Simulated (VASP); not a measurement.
# Sc3NbO2 (P6/mmm) in VASP: single point with PBE

Aim: the single point of Sc3NbO2 with PBE.

Everything below comes from runs of VASP 6.6.1. Logs are shortened: lines on timing, memory, paths and dates and some standing lists are left out, and cuts for length are marked.

### 1 The cell of the first run

Symmetry: P6/mmm, No. 191, hexagonal system. Conventional cell: a = 5.466 Å, b = 5.466 Å, c = 7.716 Å, α = 90.00°, β = 90.00°, γ = 120.00°. Within 4.2 Å of Sc (site symmetry -6m2) lie 6 Sc at 3.16 Å and 6 O at 3.72 Å. Sc (site symmetry 6/mmm) has 2 O at 1.97 Å within 2.6 Å. Nb (site symmetry 6/mmm) has 2 O at 1.88 Å within 2.5 Å. O (site symmetry 6mm) has 1 Nb at 1.88 Å and 1 Sc at 1.97 Å within 2.5 Å.

The cell was generated, and may not be a known phase.

### 2 Single point, PBE

Contents of INCAR:

```
SYSTEM = Sc3NbO2
ALGO = Normal ; EDIFF = 1E-6
ENCUT = 1340 ; GGA = PE
GGA_COMPAT = .FALSE. ; ISIF = 2
ISMEAR = 0 ; LASPH = .TRUE.
LCHARG = .FALSE. ; LREAL = .FALSE.
LWAVE = .FALSE. ; NBANDS = 38
NELM = 120 ; PREC = Accurate
SIGMA = 0.1
```

Contents of KPOINTS:

```
k-points
0
G
  6 6 4
  0 0 0
```

Contents of POSCAR:

```
Sc3NbO2
1.0
    5.4664585958     -0.0000000039      0.0000000000
   -2.7332292945      4.7340920146      0.0000000000
    0.0000000000      0.0000000000      7.7160618894
Sc Nb O
3 1 2
Direct
    0.3333333333      0.6666666667      0.0000000000
    0.6666666667      0.3333333333      0.0000000000
    0.0000000000      0.0000000000      0.0000000000
    0.0000000000      0.0000000000      0.5000000000
    0.0000000000      0.0000000000      0.2557620965
    0.0000000000      0.0000000000      0.7442379035
```

Potentials or basis: VASP PAW PBE potentials, release 64 (Sc_sv, Nb_sv, O_h).

The run is started by

```
cat potpaw_PBE.64/Sc_sv/POTCAR potpaw_PBE.64/Nb_sv/POTCAR potpaw_PBE.64/O_h/POTCAR > POTCAR
mpirun -np 1 vasp_std > vasp.out
```

OUTCAR:

```text
SYSTEM = Sc3NbO2
   EDIFF = 1E-6
   ENCUT = 1340
   GGA = PE
   ISIF = 2
   ISMEAR = 0
   LASPH = .TRUE.
   LREAL = .FALSE.
   NELM = 120
   PREC = Accurate

 ion  position               nearest neighbor table
   1  0.333  0.667  0.000-   2 3.16   3 3.16   2 3.16   3 3.16   3 3.16   2 3.16
   2  0.667  0.333  0.000-   1 3.16   3 3.16   1 3.16   3 3.16   3 3.16   1 3.16
   3  0.000  0.000  0.000-   5 1.97   6 1.97   1 3.16   2 3.16   1 3.16   2 3.16   2 3.16   1 3.16

   4  0.000  0.000  0.500-   5 1.88   6 1.88
   5  0.000  0.000  0.256-   4 1.88   3 1.97
   6  0.000  0.000  0.744-   4 1.88   3 1.97

  LATTYP: Found a hexagonal cell.
 ALAT       =     5.4664585958
 C/A-ratio  =     1.4115284611

  Lattice vectors:

 A1 = (   5.4664585958,  -0.0000000039,   0.0000000000)
 A2 = (  -2.7332292945,   4.7340920146,   0.0000000000)
 A3 = (   0.0000000000,   0.0000000000,   7.7160618894)

Analysis of symmetry for initial positions (statically):
=====================================================================
 Subroutine PRICEL returns:
 Original cell was already a primitive cell.

 Routine SETGRP: Setting up the symmetry group for a
 hexagonal supercell.

 Subroutine GETGRP returns: Found 24 space group operations
 (whereof 24 operations were pure point group operations)
 out of a pool of 24 trial point group operations.

The static configuration has the point symmetry D_6h.

Analysis of symmetry for dynamics (positions and initial velocities):
=====================================================================
 Subroutine PRICEL returns:
 Original cell was already a primitive cell.

 Routine SETGRP: Setting up the symmetry group for a
 hexagonal supercell.

 Subroutine GETGRP returns: Found 24 space group operations
 (whereof 24 operations were pure point group operations)
 out of a pool of 24 trial point group operations.

The dynamic configuration has the point symmetry D_6h.

 Subroutine INISYM returns: Found 24 space group operations
 (whereof 24 operations are pure point group operations),
 and found     1 'primitive' translations

----------------------------------------------------------------------------------------

                                     Primitive cell

  volume of cell :     199.6818

  direct lattice vectors                    reciprocal lattice vectors
     5.466458596 -0.000000004  0.000000000     0.182933792  0.105616874  0.000000000
    -2.733229295  4.734092015  0.000000000     0.000000000  0.211233748  0.000000000
     0.000000000  0.000000000  7.716061889     0.000000000  0.000000000  0.129599790

  length of vectors
     5.466458596  5.466458596  7.716061889     0.211233748  0.211233748  0.129599790

  position of ions in fractional coordinates (direct lattice)
     0.333333333  0.666666667  0.000000000
     0.666666667  0.333333333  0.000000000
     0.000000000  0.000000000  0.000000000
     0.000000000  0.000000000  0.500000000
     0.000000000  0.000000000  0.255762096
     0.000000000  0.000000000  0.744237904

  ion indices of the primitive-cell ions
   primitive index   ion index
                 1           1
                 2           2
                 3           3
                 4           4
                 5           5
                 6           6

----------------------------------------------------------------------------------------

 KPOINTS: k-points

Automatic generation of k-mesh.
 Grid dimensions read from file:
 generate k-points for:    6    6    4

 Generating k-lattice:

  Cartesian coordinates                     Fractional coordinates (reciprocal lattice)
     0.030488965  0.017602812  0.000000000     0.166666667  0.000000000  0.000000000
     0.000000000  0.035205625  0.000000000    -0.000000000  0.166666667  0.000000000
     0.000000000  0.000000000  0.032399947     0.000000000  0.000000000  0.250000000

  Length of vectors
     0.035205625  0.035205625  0.032399947

  Shift w.r.t. Gamma in fractional coordinates (k-lattice)
     0.000000000  0.000000000  0.000000000

 Subroutine IBZKPT returns following result:
 ===========================================

 Found     21 irreducible k-points:

 Following reciprocal coordinates:
            Coordinates               Weight
  0.000000  0.000000  0.000000      1.000000
  0.166667  0.000000  0.000000      6.000000
  0.333333  0.000000  0.000000      6.000000
  0.500000  0.000000  0.000000      3.000000
  0.166667  0.166667  0.000000      6.000000
  0.333333  0.166667  0.000000     12.000000
[... 13 lines left out ...]
  0.333333  0.166667  0.500000     12.000000
  0.333333  0.333333  0.500000      2.000000
   k-points           NKPTS =     21   k-points in BZ     NKDIM =     21   number of bands    NBANDS=     38
   number of dos      NEDOS =    301   number of ions     NIONS =      6
   total plane-waves  NPLWV = 470400
   dimension x,y,z NGX =    70 NGY =   70 NGZ =   96
   dimension x,y,z NGXF=   140 NGYF=  140 NGZF=  192
   ions per type =               3   1   2
   NGX,Y,Z   is equivalent  to a cutoff of  21.29, 21.29, 20.68 a.u.
   NGXF,Y,Z  is equivalent  to a cutoff of  42.58, 42.58, 41.37 a.u.
 SYSTEM =  Sc3NbO2
   PREC   = accura    normal or accurate (medium, high low for compatibility)
   ISTART =      0    job   : 0-new  1-cont  2-samecut
   ICHARG =      2    charge: 1-file 2-atom 10-const
   ISPIN  =      1    spin polarized calculation?
   LNONCOLLINEAR =      F non collinear calculations
   LSORBIT =      F    spin-orbit coupling
   LASPH  =      T    aspherical Exc in radial PAW
   ENCUT  = 1340.0 eV  98.49 Ry    9.92 a.u.  16.32 16.32 23.03*2*pi/ulx,y,z
   NELM   =    120;   NELMIN=  2; NELMDL= -5     # of ELM steps
   EDIFF  = 0.1E-05   stopping-criterion for ELM
   LREAL  =      F    real-space projection
   EDIFFG = 0.1E-04   stopping-criterion for IOM
   NSW    =      0    number of steps for IOM
   IBRION =     -1    ionic relax: 0-MD 1-quasi-New 2-CG
   NFREE  =      0    steps in history (QN), initial steepest desc. (CG)
   ISIF   =      2    stress and relaxation
   ISYM   =      2    0-nonsym 1-usesym 2-fastsym
   POTIM  = 0.5000    time-step for ionic-motion
   TEBEG  =    0.0;   TEEND  =   0.0 temperature during run
   PSTRESS=    0.0 pullay stress
   NELECT =      58.0000    total number of electrons
   NUPDOWN=      -1.0000    fix difference up-down
   EMIN   =  10.00;   EMAX   =-10.00  energy-range for DOS
   EFERMI =   0.00;   METHOD = LEGACY
   ISMEAR =     0;   SIGMA  =   0.10  broadening in eV -4-tet -1-fermi 0-gaus
   EFERMI_NEDOS =   21; number of points for ismear=-14 and -15
   IALGO  =     38    algorithm
   IMIX   =      4    mixing-type and parameters
     AMIX     =   0.40;   BMIX     =  1.00
     AMIX_MAG =   1.60;   BMIX_MAG =  1.00
  volume/ion in A,a.u.               =      33.28       224.59
  Fermi-wavevector in a.u.,A,eV,Ry     =   1.084188  2.048819 15.993159  1.175464
  Thomas-Fermi vector in A             =   2.220272
   LORBIT       =      0    0 simple, 1 ext, 2 COOP (PROOUT), +10 PAW based schemes
   GGA     = PE    functional components
   LHFCALC =     F    Hartree Fock is set to
   AEXX    =    0.0000 exact exchange contribution
   IVDW    =     0    specifies the selected vdW correction
   LEPSILON=     F    determine dielectric tensor
   LRPA    =     F    only Hartree local field effects (RPA)
 non-spin polarized calculation
 Gauss-broadening in eV      SIGMA  =   0.10
  energy-cutoff  :     1340.00
  volume of cell :      199.68
 maximum number of plane-waves:     22294
 NGX is ok and might be reduce to    70
   NGX = 33   NGY = 33   NGZ = 47

 number of electron      58.0000000 magnetization

 Free energy of the ion-electron system (eV)
  ---------------------------------------------------
  ext. energy  EPLUGINS =         0.00000000
  ---------------------------------------------------
  free energy    TOTEN  =       -39.39980207 eV

  energy without entropy =      -39.32061973  energy(sigma->0) =      -39.36021090

 E-fermi :   1.6090     XC(G=0):  -7.4944

 val. band max:        1.6036419114   @ k =   0.3333   0.3333   0.0000
 cond. band min:       1.6118658862   @ k =   0.3333   0.0000   0.0000
 fundamental gap:      0.0082239749
 Fermi energy:         1.6090068612

 k-point     1 :       0.0000    0.0000    0.0000
  band No.  band energies     occupation
      1     -54.4528      2.00000
      2     -48.8276      2.00000
      3     -48.7832      2.00000
      4     -47.6742      2.00000
      5     -31.0269      2.00000
      6     -30.3886      2.00000
[... 30 lines left out ...]
     37       2.4866      0.00000
     38       2.4867      0.00000

 k-point     2 :       0.1667    0.0000    0.0000
  band No.  band energies     occupation
      1     -54.4528      2.00000
      2     -48.8249      2.00000
      3     -48.7858      2.00000
      4     -47.6744      2.00000
      5     -31.0268      2.00000
      6     -30.3887      2.00000
[... 30 lines left out ...]
     37       2.6701      0.00000
     38       2.7326      0.00000

 k-point     3 :       0.3333    0.0000    0.0000
  band No.  band energies     occupation
      1     -54.4528      2.00000
      2     -48.8179      2.00000
      3     -48.7924      2.00000
      4     -47.6748      2.00000
      5     -31.0268      2.00000
      6     -30.3889      2.00000
[... 30 lines left out ...]
     37       2.8352      0.00000
     38       2.9742      0.00000

 k-point     4 :       0.5000    0.0000    0.0000
  band No.  band energies     occupation
      1     -54.4528      2.00000
      2     -48.8123      2.00000
      3     -48.7978      2.00000
      4     -47.6750      2.00000
      5     -31.0268      2.00000
      6     -30.3890      2.00000
[... 30 lines left out ...]
     37       2.7847      0.00000
     38       3.1379      0.00000
[... 580 lines left out ...]
      4     -47.6747      2.00000
      5     -31.0251      2.00000
      6     -30.3888      2.00000
[... 30 lines left out ...]
     37       2.7518      0.00000
     38       2.8248      0.00000

 k-point    20 :       0.3333    0.1667    0.5000
  band No.  band energies     occupation
      1     -54.4528      2.00000
      2     -48.8124      2.00000
      3     -48.7978      2.00000
      4     -47.6750      2.00000
      5     -31.0251      2.00000
      6     -30.3889      2.00000
[... 30 lines left out ...]
     37       2.5605      0.00000
     38       2.6928      0.00000

 k-point    21 :       0.3333    0.3333    0.5000
  band No.  band energies     occupation
      1     -54.4528      2.00000
      2     -48.8050      2.00000
      3     -48.8050      2.00000
      4     -47.6751      2.00000
      5     -31.0251      2.00000
      6     -30.3889      2.00000
[... 30 lines left out ...]
     37       2.5601      0.00000
     38       2.5601      0.00000

------------------------ aborting loop because EDIFF is reached ----------------------------------------

  FORCE on cell =-STRESS in cart. coord.  units (eV):
  Direction    XX          YY          ZZ          XY          YZ          ZX
  --------------------------------------------------------------------------------------
  -------------------------------------------------------------------------------------
  Total        0.2005512      0.2005512      0.2430020      0.0000000     -0.0000000      0.0000000
  in kB        1.6091534      1.6091534      1.9497634      0.0000000     -0.0000000      0.0000000
  external PRESSURE =       1.7226901 kB  Pullay stress =       0.0000000 kB

 VOLUME and BASIS-vectors are now :
 -----------------------------------------------------------------------------
  energy-cutoff  :     1340.00
  volume of cell :      199.68
      direct lattice vectors                 reciprocal lattice vectors
     5.466458596 -0.000000004  0.000000000     0.182933792  0.105616874  0.000000000
    -2.733229295  4.734092015  0.000000000     0.000000000  0.211233748  0.000000000
     0.000000000  0.000000000  7.716061889     0.000000000  0.000000000  0.129599790

 POSITION                                       TOTAL-FORCE (eV/Angst)
 -----------------------------------------------------------------------------------
      0.00000      3.15606      0.00000         0.000000      0.000000      0.000000
      2.73323      1.57803      0.00000        -0.000000     -0.000000      0.000000
      0.00000      0.00000      0.00000         0.000000     -0.000000      0.000000
      0.00000      0.00000      3.85803         0.000000     -0.000000      0.000000
      0.00000      0.00000      1.97348         0.000000     -0.000000      0.124428
      0.00000      0.00000      5.74259         0.000000      0.000000     -0.124428
 -----------------------------------------------------------------------------------
    total drift:                                0.000000     -0.000000     -0.000000

  FREE ENERGIE OF THE ION-ELECTRON SYSTEM (eV)
  ---------------------------------------------------
  free  energy   TOTEN  =       -39.3998020652 eV

  energy  without entropy=      -39.3206197259  energy(sigma->0) =      -39.36021090
```

Run time: 28 min. Hardware: 1 thread of Intel Xeon Platinum 8124M at 3.00GHz (Skylake/Cascade Lake), shared host; peak memory 1.3 GiB.

What came out:

```yaml
Free_energy: -39.3998 eV
Pressure: 0.2 GPa
Largest_force: 0.124 eV/Å
Band_gap_on_the_k_mesh: zero (bands 29 and 30 overlap by 0.25 eV)
```

Forces on the atoms (eV/Å):
```
Sc   0.000  0.000  0.000
Sc   0.000  0.000  0.000
Sc   0.000  0.000  0.000
Nb   0.000  0.000  0.000
O    0.000  0.000  0.124
O    0.000  0.000 -0.124
```
